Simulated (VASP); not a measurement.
Input of a VASP 6.6.1 run:

The input INCAR:

```
PREC = Accurate
ENCUT = 600
EDIFF = 1E-6
ISMEAR = -1
SIGMA = 0.1
LREAL = F
LASPH = T
NELM = 60
ALGO = Normal
ISIF = 3
LWAVE = F
LCHARG = F
GGA = PE
IBRION = 2
NSW = 60
EDIFFG = -0.005
PSTRESS = 2600.0
```

The input KPOINTS:

```
Automatic mesh
0
Gamma
  22 22 22
```

Contents of POSCAR:

```
Cu
1.0
   -1.2127205819      1.2127205819      1.2127205819
    1.2127205819     -1.2127205819      1.2127205819
    1.2127205819      1.2127205819     -1.2127205819
Cu
1
Direct
    0.0000000000      0.0000000000      0.0000000000
```

Potentials or basis: VASP PAW PBE potentials, release 64 (Cu).

Launch:

```bash
$ cat potpaw_PBE.64/Cu/POTCAR > POTCAR
$ mpirun -np 1 vasp_std > vasp.out
```

(1) What does it give for the band gap on the k mesh?

(2) Estimate the relaxed volume.

(3) What does it give for the space group after relaxing (to 0.1 Å)?

(4) Estimate the relaxed cell.

Answers

(1) zero (an odd number of electrons rules out a gap without spin polarisation).

(2) 7.16 Å³/atom.

(3) Im-3m (No. 229).

(4) a = 2.103 Å, b = 2.103 Å, c = 2.103 Å, α = 109.47°, β = 109.47°, γ = 109.47°.

Caveat: the cell is relaxed towards a set pressure, so the run minimises the enthalpy, not the energy.
